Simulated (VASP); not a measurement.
## Zr2N: single point with PBEsol

Zr2N:

```xyz
6
Lattice="5.3306 0.0000 0.0000 0.0000 5.3306 0.0000 0.0000 0.0000 3.2538" Properties=species:S:1:pos:R:3 pbc="T T T"
Zr    1.5753    1.5753    0.0000
Zr    3.7553    3.7553    0.0000
Zr    4.2406    1.0900    1.6269
Zr    1.0900    4.2406    1.6269
N     0.0000    0.0000    0.0000
N     2.6653    2.6653    1.6269
```

| Quantity | Value |
| --- | --- |
| Program | VASP 6.6.1 |
| Task | single point |
| Functional | PBEsol |
| Potentials or basis | VASP PAW PBE potentials, release 64 (Zr_sv, N) |
| Cutoff | 520 eV |
| k mesh | 8 × 8 × 10 |
| Occupations | fermi-dirac, width 0.15 eV |
| Spin | no spin polarisation |
| Dipole correction | no |
| Further INCAR settings | ALGO = Normal; EDIFF = 1e-07; NBANDS = 38 |

| Property | Result |
| --- | --- |
| Pressure | 4.2 GPa |
| Largest force | 0.005 eV/Å |
| Band gap on the k mesh | zero (bands 29 and 30 overlap by 2.64 eV) |

Forces in eV/Å, atoms in the order of the input:
```
Zr  -0.004 -0.004  0.000
Zr   0.004  0.004  0.000
Zr  -0.004  0.004  0.000
Zr   0.004 -0.004  0.000
N    0.000  0.000  0.000
N    0.000  0.000  0.000
```

Levels at points of the mesh, in eV from the Fermi level:
```csv
k point,band 26,band 27,band 28,band 29,band 30,band 31,band 32,band 33,band 34,band 35
"(0.00, 0.00, 0.00)",-2.08,0.39,0.51,0.71,1.03,1.03,1.32,1.38,1.38,2.38
"(0.50, 0.00, 0.00)",-2.06,-1.04,-1.04,1.47,1.47,1.51,1.51,1.78,1.78,3.20
"(0.50, 0.50, 0.00)",-1.53,-1.17,-1.17,0.90,0.90,1.34,1.34,1.64,1.64,2.05
"(0.00, 0.00, 0.50)",-1.19,-1.19,-1.19,-1.17,-1.17,1.95,1.95,3.16,3.16,3.86
"(0.50, 0.00, 0.50)",-1.91,-0.89,-0.89,-0.80,-0.80,1.54,1.54,3.44,3.44,3.85
"(0.50, 0.50, 0.50)",-1.62,-1.02,-1.02,-0.22,-0.22,1.21,1.21,2.74,2.74,4.03
```

Wall time 3.5 min on 1 thread of Intel(R) Xeon(R) Platinum 8259CL CPU @ 2.50GHz (Skylake/Cascade Lake) (shared host), peak memory 0.35 GiB.

Caveat: the cell stands under pressure; the PAW data sets were made with another functional, which shifts forces and pressure a little.
